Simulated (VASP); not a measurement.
**Ta2C: single point with r2SCAN**

Crystal: Ta2C.

```xyz
3
Lattice="2.8614 0.0000 0.0000 -1.4307 2.4780 0.0000 0.0000 0.0000 4.9423" Properties=species:S:1:pos:R:3 pbc="T T T"
Ta    0.0000    1.6520    1.2532
Ta    1.4307    0.8260    3.6891
C     0.0000    0.0000    0.0000
```

This cell differs from its parent crystal: strain -0.080 along x and y, +0.000 along z.

| Item | Value |
| --- | --- |
| Program | VASP 6.6.1 |
| Task | single point |
| Functional | r2SCAN |
| Potentials or basis | VASP PAW PBE potentials, release 64 (Ta_pv, C) |
| Cutoff | 520 eV |
| k mesh | 18 × 18 × 10 |
| Occupations | gaussian, width 0.15 eV |
| Spin | no spin polarisation |
| Dipole correction | no |
| Further INCAR settings | ALGO = Normal; EDIFF = 1e-07; NBANDS = 20 |

```
Pressure               : 69.0 GPa
Largest force          : 1.634 eV/Å
Band gap on the k mesh : zero (bands 13 and 14 overlap by 0.76 eV)
```

Forces in eV/Å, atoms in the order of the input:
```
Ta   0.000  0.000  1.634
Ta   0.000  0.000 -1.634
C    0.000  0.000  0.000
```

Stress tensor (GPa, compression positive):
```
83.10  0.00  0.00
 0.00 83.10  0.00
 0.00  0.00 40.86
```

Levels at points of the mesh, in eV from the Fermi level:
| k point | band 9 | band 10 | band 11 | band 12 | band 13 | band 14 | band 15 | band 16 | band 17 | band 18 |
| --- | --- | --- | --- | --- | --- | --- | --- | --- | --- | --- |
| (0.00, 0.00, 0.00) | -3.90 | -3.90 | -3.55 | -0.92 | 0.59 | 0.59 | 2.20 | 2.20 | 3.03 | 3.03 |
| (0.50, 0.00, 0.00) | -5.65 | -4.80 | -4.45 | -1.84 | -0.09 | 2.99 | 5.28 | 5.60 | 7.10 | 7.16 |
| (0.00, 0.00, 0.50) | -4.14 | -4.14 | -2.96 | -2.18 | 0.01 | 0.01 | 3.82 | 3.82 | 4.21 | 4.21 |
| (0.50, 0.00, 0.50) | -6.04 | -3.96 | -3.49 | -1.04 | -0.75 | 1.25 | 2.24 | 6.28 | 6.41 | 6.85 |

Wall time 5.3 min on 1 thread of Intel(R) Xeon(R) 6975P-C (Granite Rapids) (shared host), peak memory 0.33 GiB.

Caveat: the cell differs from its parent crystal (strain -0.080 along x and y, +0.000 along z); the stress differs along the axes, from 41 to 83 GPa; the PAW data sets were made with another functional, which shifts forces and pressure a little; spin-orbit coupling is left out, which moves the levels of the heavy elements.
